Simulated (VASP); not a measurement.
Set up this calculation in VASP 6.6.1, as the native input.

```yaml
Task: single point
Functional: PBEsol
Potentials_or_basis: VASP PAW PBE potentials, release 64 (Sn_d, Se)
Cutoff: 520 eV
k_mesh: 12 × 12 × 12
Occupations: gaussian, width 0.15 eV
Spin: no spin polarisation
Dipole_correction: no
Further_INCAR_settings: ALGO = Normal; EDIFF = 1e-07; NBANDS = 32
```

The structure of Sn3Se lies in POSCAR:

```
Sn3Se
1.0
    0.0000000000      3.6581854746      3.8410947483
    3.6581854746      0.0000000000      3.8410947483
    3.6581854746      3.6581854746      0.0000000000
Sn Se
3 1
Direct
    0.2500000000      0.2500000000      0.2500000000
    0.7500000000      0.7500000000      0.7500000000
    0.5000000000      0.5000000000      0.5000000000
    0.0000000000      0.0000000000      0.0000000000
```

This cell differs from its parent crystal: strain +0.0500 x Voigt [0, 0, 1, 0, 0, 0].

The input as run:

INCAR

```
PREC = Accurate
ENCUT = 520
EDIFF = 1E-7
ISMEAR = 0
SIGMA = 0.15
LREAL = F
LASPH = T
NELM = 60
ALGO = Normal
ISIF = 2
LWAVE = F
LCHARG = T
GGA = PS
LELF = T
LVHAR = T
NBANDS = 32
```

KPOINTS

```
regular mesh
0
Gamma
  12 12 12
```

Potentials or basis: VASP PAW PBE potentials, release 64 (Sn_d, Se).

Launch:

```bash
$ cat potpaw_PBE.64/Sn_d/POTCAR potpaw_PBE.64/Se/POTCAR > POTCAR
$ mpirun -np 1 vasp_std > vasp.out
```

Results of the run:

| Quantity | Value |
| --- | --- |
| Pressure | -2.5 GPa |
| Band gap on the k mesh | zero (bands 24 and 25 overlap by 2.18 eV) |

Caveat: the cell differs from its parent crystal (strain +0.0500 x Voigt [0, 0, 1, 0, 0, 0]); the PAW data sets were made with another functional, which shifts forces and pressure a little; spin-orbit coupling is left out, which moves the levels of the heavy elements.

Run time: 14 min on 1 thread of Intel Xeon 8259CL, with other jobs on the host, peak memory 0.56 GiB.
